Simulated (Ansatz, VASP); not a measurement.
**O: VASP beside Ansatz**

```
O
1.0
     0.00000    1.60785    3.96536
     1.59747    0.00000    3.96536
     1.59747    1.60785    0.00000
O
2
Direct
  0.08085 0.08085 0.91915
  0.91915 0.91915 0.08085
```

Change from the starting cell: volume 10.185 Å^3 an atom, stretch along c over the lengths across it, relative to the relaxed cell 1.0837.

Alike in both runs: task single point; functional LDA; k mesh 22 × 22 × 22; occupations gaussian, width 0.15 eV; no spin polarisation.

|  | VASP | Ansatz |
| --- | --- | --- |
| version | VASP 6.6.1 | Ansatz 0.2.0 |
| potentials or method | VASP PAW LDA potentials, release 64 (O), cutoff 520 eV | scalar-relativistic, plane waves, PAW |
| valence electrons in the cell | 12 | 12 |

|  | VASP | Ansatz | Ansatz less VASP |
| --- | --- | --- | --- |
| gap on the k mesh at the Fermi level (eV) | none | none | - |
| pressure (GPa) | -12.2 | -15.2 | -3.00 |
| traceless stress, the component that is largest in VASP (GPa) | -29.80 | -36.13 | -6.329 |
| rms of the force components (eV/Å) | 2.302 | 2.864 | +0.5622 |

LDA's correlation is that of Perdew and Zunger in VASP and of Perdew and Wang (1992) in Ansatz. Atom by atom the forces differ by 0.562 eV/Å (rms over components). A gap of «none» marks a metal or a gap that the smearing closes.

Noted on VASP's run: spin is off for a triplet molecule.
